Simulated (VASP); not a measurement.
Wanted: the native input for a VASP 6.6.1 run.

```yaml
Task: single point
Functional: PBE
Potentials_or_basis: VASP PAW PBE potentials, release 64 (K_sv, Br)
Cutoff: 520 eV
k_mesh: 4 × 4 × 4
Occupations: gaussian, width 0.001 eV
Spin: no spin polarisation
Dipole_correction: no
Further_INCAR_settings: ALGO = Normal; EDIFF = 1e-07; NBANDS = 15
```

The structure of KBr lies in POSCAR:

```
KBr
1.0
    0.0000000000      3.3022478341      3.3022478341
    3.3022478341      0.0000000000      3.3022478341
    3.3022478341      3.3022478341      0.0000000000
K Br
1 1
Direct
    0.0000000000      0.0000000000      0.0000000000
    0.5000000000      0.5000000000      0.5000000000
```

These files were run (other wordings do the same):

INCAR

```
PREC = Accurate
ENCUT = 520
EDIFF = 1E-7
ISMEAR = 0
SIGMA = 0.001
LREAL = False
LASPH = True
NELM = 60
ALGO = Normal
ISIF = 2
LWAVE = False
LCHARG = False
GGA = PE
NBANDS = 15
```

KPOINTS

```
Automatic mesh
0
Gamma
  4 4 4
```

Potentials or basis: VASP PAW PBE potentials, release 64 (K_sv, Br).

The run is started by

```bash
$ cat potpaw_PBE.64/K_sv/POTCAR potpaw_PBE.64/Br/POTCAR > POTCAR
$ mpirun -np 1 vasp_std > vasp.out
```

Results of the run:

| Item | Value |
| --- | --- |
| Pressure | 0.7 GPa |
| Band gap on the k mesh | 4.43 eV |

Wall time 30 s on 1 thread of Intel Xeon 8259CL, with other jobs on the host, peak memory 0.2 GiB.
